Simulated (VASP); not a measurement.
# Al2Cu (I4/mcm) in VASP: notebook

The runs below take Al2Cu through single point, with PBE.

Program: VASP 6.6.1. These are calculated values, not measurements. Logs are shortened: lines on timing, memory, paths and dates and some standing lists are left out, and cuts for length are marked.

## 1. The cell of the first run

It takes space group I4/mcm (No. 140, tetragonal). The conventional cell has a = 5.750 Å, b = 5.750 Å, c = 4.638 Å, α = 90.00°, β = 90.00°, γ = 90.00°. Within 3.2 Å of Al (site symmetry m2m) lie 4 Cu at 2.46 Å and 11 Al at 2.58 to 3.06 Å. Within 3.1 Å of Cu (site symmetry 422) lie 2 Cu at 2.32 Å and 8 Al at 2.46 Å.

## 2. Single point, PBE

INCAR reads:

```
SYSTEM = Al2Cu
ALGO     = Fast           ! electronic algorithm
EDIFF    = 1E-6           ! SCF threshold, eV
ENCUT    = 520            ! plane-wave cutoff, eV
GGA      = PE             ! functional
ISIF     = 2              ! what is computed and relaxed
ISMEAR   = 0              ! smearing method
LASPH    = .TRUE.         ! aspherical terms in the spheres
LCHARG   = .FALSE.        ! write CHGCAR
LREAL    = .FALSE.        ! projectors in reciprocal space
LWAVE    = .FALSE.        ! write WAVECAR
NBANDS   = 26             ! bands
NELM     = 80             ! most SCF steps
PREC     = Accurate       ! precision mode
SIGMA    = 0.15           ! smearing width, eV
```

KPOINTS reads:

```
k-points
0
G
  10 10 10
  0 0 0
```

POSCAR reads:

```
Al2Cu
1.0
   -2.8748500000      2.8748500000      2.3192000000
    2.8748500000     -2.8748500000      2.3192000000
    2.8748500000      2.8748500000     -2.3192000000
Al Cu
4 2
Direct
    0.1587211657      0.6587211657      0.8174423314
    0.6587211657      0.8412788343      0.5000000000
    0.8412788343      0.3412788343      0.1825576686
    0.3412788343      0.1587211657      0.5000000000
    0.7500000000      0.7500000000      0.0000000000
    0.2500000000      0.2500000000      0.0000000000
```

Potentials or basis: VASP PAW PBE potentials, release 64 (Al, Cu).

The run is started by

```console
$ cat potpaw_PBE.64/Al/POTCAR potpaw_PBE.64/Cu/POTCAR > POTCAR
$ mpirun -np 1 vasp_std > vasp.out
```

OUTCAR:

```text
SYSTEM = Al2Cu
   EDIFF = 1E-6
   ENCUT = 520
   GGA = PE
   ISIF = 2
   ISMEAR = 0
   LASPH = .TRUE.
   LREAL = .FALSE.
   NELM = 80
   PREC = Accurate

 ion  position               nearest neighbor table
   1  0.159  0.659  0.817-   5 2.46   6 2.46   5 2.46   6 2.46   3 2.58   3 2.75   3 2.75   2 2.95
                             4 2.95   4 2.95   2 2.95   4 3.06   2 3.06   2 3.06   4 3.06
   2  0.659  0.841  0.500-   6 2.46   5 2.46   5 2.46   6 2.46   4 2.58   4 2.75   4 2.75   1 2.95
                             3 2.95   1 2.95   3 2.95   1 3.06   3 3.06   1 3.06   3 3.06
   3  0.841  0.341  0.183-   5 2.46   6 2.46   5 2.46   6 2.46   1 2.58   1 2.75   1 2.75   4 2.95
                             2 2.95   2 2.95   4 2.95   2 3.06   4 3.06   4 3.06   2 3.06
   4  0.341  0.159  0.500-   5 2.46   6 2.46   6 2.46   5 2.46   2 2.58   2 2.75   2 2.75   1 2.95
                             3 2.95   1 2.95   3 2.95   1 3.06   3 3.06   3 3.06   1 3.06
   5  0.750  0.750  0.000-   6 2.32   6 2.32   1 2.46   2 2.46   3 2.46   4 2.46   2 2.46   4 2.46
                             1 2.46   3 2.46
   6  0.250  0.250  0.000-   5 2.32   5 2.32   1 2.46   3 2.46   4 2.46   3 2.46   4 2.46   1 2.46
                             2 2.46   2 2.46

  LATTYP: Found a body centered tetragonal cell.
 ALAT       =     5.7497000000
 C/A-ratio  =     0.8067203506

  Lattice vectors:

 A1 = (  -2.8748500000,   2.8748500000,   2.3192000000)
 A2 = (   2.8748500000,  -2.8748500000,   2.3192000000)
 A3 = (   2.8748500000,   2.8748500000,  -2.3192000000)

Analysis of symmetry for initial positions (statically):
=====================================================================
 Subroutine PRICEL returns:
 Original cell was already a primitive cell.

 Routine SETGRP: Setting up the symmetry group for a
 body centered tetragonal supercell.

 Subroutine GETGRP returns: Found 16 space group operations
 (whereof  8 operations were pure point group operations)
 out of a pool of 16 trial point group operations.

The static configuration has the point symmetry C_4h.
 The point group associated with its full space group is D_4h.

Analysis of symmetry for dynamics (positions and initial velocities):
=====================================================================
 Subroutine PRICEL returns:
 Original cell was already a primitive cell.

 Routine SETGRP: Setting up the symmetry group for a
 body centered tetragonal supercell.

 Subroutine GETGRP returns: Found 16 space group operations
 (whereof  8 operations were pure point group operations)
 out of a pool of 16 trial point group operations.

The dynamic configuration has the point symmetry C_4h.
[... 114 lines left out ...]
   ISIF   =      2    stress and relaxation
   ISYM   =      2    0-nonsym 1-usesym 2-fastsym
   POTIM  = 0.5000    time-step for ionic-motion
   TEBEG  =    0.0;   TEEND  =   0.0 temperature during run
   PSTRESS=    0.0 pullay stress
   NELECT =      34.0000    total number of electrons
   NUPDOWN=      -1.0000    fix difference up-down
   EMIN   =  10.00;   EMAX   =-10.00  energy-range for DOS
   EFERMI =   0.00;   METHOD = LEGACY
   ISMEAR =     0;   SIGMA  =   0.15  broadening in eV -4-tet -1-fermi 0-gaus
   EFERMI_NEDOS =   21; number of points for ismear=-14 and -15
   IALGO  =     68    algorithm
   IMIX   =      4    mixing-type and parameters
     AMIX     =   0.40;   BMIX     =  1.00
     AMIX_MAG =   1.60;   BMIX_MAG =  1.00
  volume/ion in A,a.u.               =      12.78        86.23
  Fermi-wavevector in a.u.,A,eV,Ry     =   1.248413  2.359158 21.205156  1.558535
  Thomas-Fermi vector in A             =   2.382501
   LORBIT       =      0    0 simple, 1 ext, 2 COOP (PROOUT), +10 PAW based schemes
   GGA     = PE    functional components
   LHFCALC =     F    Hartree Fock is set to
   AEXX    =    0.0000 exact exchange contribution
   IVDW    =     0    specifies the selected vdW correction
   LEPSILON=     F    determine dielectric tensor
   LRPA    =     F    only Hartree local field effects (RPA)
 non-spin polarized calculation
 RMM-DIIS sequential band-by-band and
 Gauss-broadening in eV      SIGMA  =   0.15
  energy-cutoff  :      520.00
  volume of cell :       76.67
 maximum number of plane-waves:      2082
   NGX = 17   NGY = 17   NGZ = 17

 number of electron      33.9999969 magnetization

 Free energy of the ion-electron system (eV)
  ---------------------------------------------------
  ext. energy  EPLUGINS =         0.00000000
  ---------------------------------------------------
  free energy    TOTEN  =       -22.62278391 eV

  energy without entropy =      -22.60455675  energy(sigma->0) =      -22.61367033

 E-fermi :   9.8130     XC(G=0): -11.5198

 val. band max:        9.8035907704   @ k =   0.3000   0.2000   0.2000
 cond. band min:       9.8150802497   @ k =  -0.2000   0.4000   0.1000
 fundamental gap:      0.0114894793
 Fermi energy:         9.8129600605

 k-point     1 :       0.0000    0.0000    0.0000
  band No.  band energies     occupation
      1      -2.1034      2.00000
      2       3.7156      2.00000
      3       3.8576      2.00000
      4       3.8576      2.00000
      5       3.8767      2.00000
      6       4.9440      2.00000
[... 685 lines left out ...]
     25      17.5330      0.00000
     26      17.6013      0.00000

 [... further k-points ...]

------------------------ aborting loop because EDIFF is reached ----------------------------------------

  FORCE on cell =-STRESS in cart. coord.  units (eV):
  Direction    XX          YY          ZZ          XY          YZ          ZX
  --------------------------------------------------------------------------------------
  -------------------------------------------------------------------------------------
  Total       10.2774025     10.2774025     10.4105813      0.0000000      0.0000000      0.0000000
  in kB      214.7659242    214.7659242    217.5489486      0.0000000      0.0000000      0.0000000
  external PRESSURE =     215.6935990 kB  Pullay stress =       0.0000000 kB

 VOLUME and BASIS-vectors are now :
 -----------------------------------------------------------------------------
  energy-cutoff  :      520.00
  volume of cell :       76.67
      direct lattice vectors                 reciprocal lattice vectors
    -2.874850000  2.874850000  2.319200000     0.000000000  0.173922118  0.215591583
     2.874850000 -2.874850000  2.319200000     0.173922118  0.000000000  0.215591583
     2.874850000  2.874850000 -2.319200000     0.173922118  0.173922118  0.000000000

 POSITION                                       TOTAL-FORCE (eV/Angst)
 -----------------------------------------------------------------------------------
      3.78745      0.91260      0.00000        -0.094999     -0.094999     -0.000000
      1.96225      0.91260      2.31920         0.094999     -0.094999     -0.000000
     -0.91260      1.96225      2.31920         0.094999      0.094999      0.000000
      0.91260      1.96225      0.00000        -0.094999      0.094999     -0.000000
      0.00000      0.00000      3.47880         0.000000      0.000000     -0.000000
      0.00000      0.00000      1.15960         0.000000      0.000000     -0.000000
 -----------------------------------------------------------------------------------
    total drift:                                0.000000     -0.000000      0.000000

  FREE ENERGIE OF THE ION-ELECTRON SYSTEM (eV)
  ---------------------------------------------------
  free  energy   TOTEN  =       -22.6227839104 eV

  energy  without entropy=      -22.6045567485  energy(sigma->0) =      -22.61367033
```

Wall time 2.1 min (1 thread of Intel Xeon 6975P-C (Granite Rapids), shared host); peak memory 0.31 GiB.

Results:

| Quantity | Value |
| --- | --- |
| Free energy | -22.6228 eV |
| Pressure | 21.6 GPa |
| Largest force | 0.134 eV/Å |
| Band gap on the k mesh | zero (bands 17 and 18 overlap by 4.78 eV) |

Forces in eV/Å, atoms in the order of the input:
```
Al  -0.095 -0.095  0.000
Al   0.095 -0.095  0.000
Al   0.095  0.095  0.000
Al  -0.095  0.095  0.000
Cu   0.000  0.000  0.000
Cu   0.000  0.000  0.000
```

Stress tensor (GPa, compression positive):
```
21.48  0.00  0.00
 0.00 21.48  0.00
 0.00  0.00 21.75
```

Caveat: the cell stands under pressure.

## 3. Single point, PBE

This run uses another cell than the first one, of 12.91 Å³/atom.

INCAR reads:

```
ALGO = Fast
EDIFF = 1E-7
ENCUT = 520
GGA = PE
ISIF = 2
ISMEAR = 0
LASPH = True
LCHARG = False
LREAL = False
LWAVE = False
NBANDS = 26
NELM = 100
PREC = Accurate
SIGMA = 0.15
```

KPOINTS reads:

```
k-points
0
Gamma
  10 10 10
```

POSCAR, as its differences from that of step 2:

```diff
@@ -2,5 +2,5 @@
 1.0
-   -2.8748500000      2.8748500000      2.3192000000
-    2.8748500000     -2.8748500000      2.3192000000
-    2.8748500000      2.8748500000     -2.3192000000
+   -2.8748500000      2.8748500000      2.3436500000
+    2.8748500000     -2.8748500000      2.3436500000
+    2.8748500000      2.8748500000     -2.3436500000
 Al Cu
```

Potentials or basis: VASP PAW PBE potentials, release 64 (Al, Cu).

The run is started by

```console
$ cat potpaw_PBE.64/Al/POTCAR potpaw_PBE.64/Cu/POTCAR > POTCAR
$ mpirun -np 1 vasp_std > vasp.out
```

OUTCAR:

```text
EDIFF = 1E-7
   ENCUT = 520
   GGA = PE
   ISIF = 2
   ISMEAR = 0
   LASPH = True
   LREAL = False
   NELM = 100
   PREC = Accurate

 ion  position               nearest neighbor table
   1  0.159  0.659  0.817-   5 2.46   6 2.46   5 2.46   6 2.46   3 2.58   3 2.77   3 2.77   2 2.97
                             4 2.97   4 2.97   2 2.97   4 3.06   2 3.06   2 3.06   4 3.06
   2  0.659  0.841  0.500-   6 2.46   5 2.46   5 2.46   6 2.46   4 2.58   4 2.77   4 2.77   1 2.97
[... 915 lines left out ...]
  -------------------------------------------------------------------------------------
  Total        9.9680118      9.9680118      9.0698447      0.0000000     -0.0000000      0.0000000
  in kB      206.1275304    206.1275304    187.5544218      0.0000000     -0.0000000      0.0000000
  external PRESSURE =     199.9364942 kB  Pullay stress =       0.0000000 kB

 VOLUME and BASIS-vectors are now :
 -----------------------------------------------------------------------------
  energy-cutoff  :      520.00
  volume of cell :       77.48
      direct lattice vectors                 reciprocal lattice vectors
    -2.874850000  2.874850000  2.343650000     0.000000000  0.173922118  0.213342436
     2.874850000 -2.874850000  2.343650000     0.173922118  0.000000000  0.213342436
     2.874850000  2.874850000 -2.343650000     0.173922118  0.173922118  0.000000000

 POSITION                                       TOTAL-FORCE (eV/Angst)
 -----------------------------------------------------------------------------------
      3.78745      0.91260      0.00000        -0.056571     -0.056571     -0.000000
      1.96225      0.91260      2.34365         0.056571     -0.056571     -0.000000
     -0.91260      1.96225      2.34365         0.056571      0.056571      0.000000
      0.91260      1.96225      0.00000        -0.056571      0.056571      0.000000
      0.00000      0.00000      3.51547        -0.000000      0.000000      0.000000
      0.00000      0.00000      1.17182         0.000000     -0.000000      0.000000
 -----------------------------------------------------------------------------------
    total drift:                                0.000000     -0.000000      0.000000

  FREE ENERGIE OF THE ION-ELECTRON SYSTEM (eV)
  ---------------------------------------------------
  free  energy   TOTEN  =       -22.7261483449 eV

  energy  without entropy=      -22.7085300531  energy(sigma->0) =      -22.71733920
```

It took 2.4 min on 1 thread of Intel Xeon 6975P-C (Granite Rapids), shared host; peak memory 0.31 GiB.

What came out:

| Quantity | Value |
| --- | --- |
| Free energy | -22.7261 eV |
| Pressure | 20.0 GPa |
| Largest force | 0.080 eV/Å |
| Band gap on the k mesh | zero (bands 17 and 18 overlap by 4.64 eV) |

Forces in eV/Å, atoms in the order of the input:
```
Al  -0.057 -0.057  0.000
Al   0.057 -0.057  0.000
Al   0.057  0.057  0.000
Al  -0.057  0.057  0.000
Cu   0.000  0.000  0.000
Cu   0.000  0.000  0.000
```

Caveat: the cell stands under pressure.

## 4. Single point, PBE

This run uses another cell than the first one, of 13.05 Å³/atom.

INCAR reads:

```
SYSTEM = Al2Cu
ALGO     = Fast           ! electronic algorithm
EDIFF    = 1E-6           ! SCF threshold, eV
ENCUT    = 520            ! plane-wave cutoff, eV
GGA      = PE             ! functional
ISIF     = 2              ! what is computed and relaxed
ISMEAR   = 0              ! smearing method
LASPH    = .True.         ! aspherical terms in the spheres
LCHARG   = .False.        ! write CHGCAR
LREAL    = .False.        ! projectors in reciprocal space
LWAVE    = .False.        ! write WAVECAR
NBANDS   = 26             ! bands
NELM     = 80             ! most SCF steps
PREC     = Accurate       ! precision mode
SIGMA    = 0.15           ! smearing width, eV
```

KPOINTS reads:

```
k-points
0
Gamma
  10 10 10
  0 0 0
```

POSCAR, as its differences from that of step 3:

```diff
@@ -2,5 +2,5 @@
 1.0
-   -2.8748500000      2.8748500000      2.3436500000
-    2.8748500000     -2.8748500000      2.3436500000
-    2.8748500000      2.8748500000     -2.3436500000
+   -2.8748500000      2.8748500000      2.3680500000
+    2.8748500000     -2.8748500000      2.3680500000
+    2.8748500000      2.8748500000     -2.3680500000
 Al Cu
```

The run is started by

```console
$ cat potpaw_PBE.64/Al/POTCAR potpaw_PBE.64/Cu/POTCAR > POTCAR
$ mpirun -np 1 vasp_std > vasp.out
```

Run time: 2 min. Hardware: 1 thread of Intel Xeon 6975P-C (Granite Rapids), shared host; peak memory 0.31 GiB.

The run converged. Its results:

```
Free energy            : -22.8129 eV
Pressure               : 18.0 GPa
Largest force          : 0.027 eV/Å
Band gap on the k mesh : zero (bands 17 and 18 overlap by 4.50 eV)
```

Forces in eV/Å, atoms in the order of the input:
```
Al  -0.019 -0.019  0.000
Al   0.019 -0.019  0.000
Al   0.019  0.019  0.000
Al  -0.019  0.019  0.000
Cu   0.000  0.000  0.000
Cu   0.000  0.000  0.000
```

Stress tensor (GPa, compression positive):
```
19.27  0.00  0.00
 0.00 19.27  0.00
 0.00  0.00 15.45
```

Levels at points of the mesh, in eV from the Fermi level:
| k point | band 13 | band 14 | band 15 | band 16 | band 17 | band 18 | band 19 | band 20 | band 21 | band 22 |
| --- | --- | --- | --- | --- | --- | --- | --- | --- | --- | --- |
| (0.00, 0.00, 0.00) | -3.15 | -2.01 | -1.74 | -1.51 | -1.51 | -1.02 | -0.10 | 0.14 | 1.70 | 1.71 |
| (0.50, 0.00, 0.00) | -3.37 | -3.37 | -2.80 | -2.80 | 0.34 | 0.34 | 4.28 | 4.28 | 4.75 | 4.75 |
| (0.50, 0.50, 0.00) | -3.30 | -3.28 | -1.55 | -1.47 | -0.79 | -0.75 | 1.09 | 1.67 | 4.83 | 4.91 |
| (0.50, 0.50, 0.50) | -3.65 | -3.64 | -3.64 | -2.04 | 2.68 | 2.98 | 2.98 | 3.68 | 4.66 | 5.20 |

Caveat: the cell stands under pressure.

## 5. Single point, PBE

This run uses another cell than the first one, of 13.05 Å³/atom.

INCAR reads:

```
PREC     = Accurate       # precision mode
ENCUT    = 520            # plane-wave cutoff, eV
EDIFF    = 1E-7           # SCF threshold, eV
ISMEAR   = 0              # smearing method
SIGMA    = 0.15           # smearing width, eV
LREAL    = False          # projectors in reciprocal space
LASPH    = True           # aspherical terms in the spheres
NELM     = 100            # most SCF steps
ALGO     = Fast           # electronic algorithm
ISIF     = 2              # what is computed and relaxed
LWAVE    = False          # write WAVECAR
LCHARG   = True           # write CHGCAR
GGA      = PE             # functional
LELF     = True           # ELF
LVHAR    = True         
NBANDS   = 26             # bands
```

KPOINTS reads:

```
Automatic mesh
0
Gamma
  10 10 10
```

POSCAR, as its differences from that of step 4:

```diff
@@ -2,5 +2,5 @@
 1.0
-   -2.8748500000      2.8748500000      2.3680500000
-    2.8748500000     -2.8748500000      2.3680500000
-    2.8748500000      2.8748500000     -2.3680500000
+   -2.9051000000      2.9051000000      2.3192000000
+    2.9051000000     -2.9051000000      2.3192000000
+    2.9051000000      2.9051000000     -2.3192000000
 Al Cu
```

The run is started by

```console
$ cat potpaw_PBE.64/Al/POTCAR potpaw_PBE.64/Cu/POTCAR > POTCAR
$ mpirun -np 1 vasp_std > vasp.out
```

Run time: 2.3 min. Hardware: 1 thread of Intel Xeon 6975P-C (Granite Rapids), shared host; peak memory 0.32 GiB.

The run converged. Its results:

| Quantity | Value |
| --- | --- |
| Free energy | -22.8220 eV |
| Pressure | 18.1 GPa |
| Largest force | 0.152 eV/Å |
| Band gap on the k mesh | zero (bands 17 and 18 overlap by 4.83 eV) |

Forces in eV/Å, atoms in the order of the input:
```
Al  -0.107 -0.107  0.000
Al   0.107 -0.107  0.000
Al   0.107  0.107  0.000
Al  -0.107  0.107  0.000
Cu   0.000  0.000  0.000
Cu   0.000  0.000  0.000
```

Stress tensor (GPa, compression positive):
```
17.42  0.00  0.00
 0.00 17.42  0.00
 0.00  0.00 19.58
```

Levels at points of the mesh, in eV from the Fermi level:
```tsv
k point	band 13	band 14	band 15	band 16	band 17	band 18	band 19	band 20	band 21	band 22
(0.00, 0.00, 0.00)	-3.36	-2.24	-1.57	-1.45	-1.45	-1.01	-0.12	0.13	1.83	1.83
(0.50, 0.00, 0.00)	-3.44	-3.44	-2.86	-2.86	0.19	0.19	4.30	4.30	4.55	4.55
(0.50, 0.50, 0.00)	-3.21	-3.06	-1.79	-1.58	-0.75	-0.65	0.83	1.39	4.72	4.88
(0.50, 0.50, 0.50)	-3.75	-3.58	-3.58	-1.94	2.79	2.97	2.97	3.55	4.76	5.31
```

Caveat: the cell stands under pressure.

## 6. Overview

```csv
cell,further INCAR settings,gap on the mesh (eV),pressure (GPa),largest force (eV/Å)
"a = 4.681 Å, angles 104.2, 104.2, 120.6°, 6 atoms",ALGO = Fast; EDIFF = 1e-06; NBANDS = 26,none,21.6,0.13
"a = 4.693 Å, angles 104.4, 104.4, 120.1°, 6 atoms",ALGO = Fast; EDIFF = 1e-07; NBANDS = 26,none,20.0,0.08
"a = 4.705 Å, angles 104.7, 104.7, 119.6°, 6 atoms",ALGO = Fast; EDIFF = 1e-06; NBANDS = 26,none,18.0,0.03
"a = 4.718 Å, angles 104.0, 104.0, 121.1°, 6 atoms",ALGO = Fast; EDIFF = 1e-07; NBANDS = 26,none,18.1,0.15
```

Alike in all rows: task single point; level PBE; potentials or basis VASP PAW PBE potentials, release 64 (Al, Cu); no spin polarisation; k mesh 10 × 10 × 10; cutoff (eV) 520; smearing gaussian 0.15 eV.

Caveats: the cell stands under pressure.

Absolute energies hang on the potentials; compare differences alone.

The gap in the log of VASP goes by the Fermi energy; the results here count the filled bands.